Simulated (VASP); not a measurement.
Wanted: the native input for a VASP 6.6.1 run.

| Item | Value |
| --- | --- |
| Task | single point |
| Functional | PBEsol |
| Potentials or basis | VASP PAW PBE potentials, release 64 (Na_pv, Cl) |
| Cutoff | 520 eV |
| k mesh | 9 × 9 × 9 |
| Occupations | fermi-dirac, width 0.03 eV |
| Spin | no spin polarisation |
| Dipole correction | no |
| Further INCAR settings | ALGO = Normal; EDIFF = 1e-06; NBANDS = 14 |

The structure of NaCl lies in POSCAR:

```
NaCl
1.0
    2.9160926721      0.0000000000      0.0000000000
    0.0000000000      2.9160926721      0.0000000000
    0.0000000000      0.0000000000      2.9160926721
Na Cl
1 1
Direct
    0.0000000000      0.0000000000      0.0000000000
    0.5000000000      0.5000000000      0.5000000000
```

This cell differs from its parent crystal: volume scaled by 1.06.

The input as run:

INCAR

```
  PREC = Accurate
  ENCUT = 520
  EDIFF = 1E-6
  ISMEAR = -1
  SIGMA = 0.03
  LREAL = F
  LASPH = T
  NELM = 100
  ALGO = Normal
  ISIF = 2
  LWAVE = F
  LCHARG = T
  GGA = PS
  LELF = T
  LVHAR = T
  NBANDS = 14
```

KPOINTS

```
Automatic mesh
0
Gamma
  9 9 9
```

Potentials or basis: VASP PAW PBE potentials, release 64 (Na_pv, Cl).

Run with:

```sh
$ cat potpaw_PBE.64/Na_pv/POTCAR potpaw_PBE.64/Cl/POTCAR > POTCAR
$ mpirun -np 1 vasp_std > vasp.out
```

It gave:

```yaml
Pressure: 47.0 GPa
Band_gap_on_the_k_mesh: 4.76 eV, direct
```

Caveat: the PAW data sets were made with another functional, which shifts forces and pressure a little.

Wall time 4.1 s on 1 thread of Intel(R) Xeon(R) 6975P-C (Granite Rapids), on a shared host, peak memory 0.13 GiB.
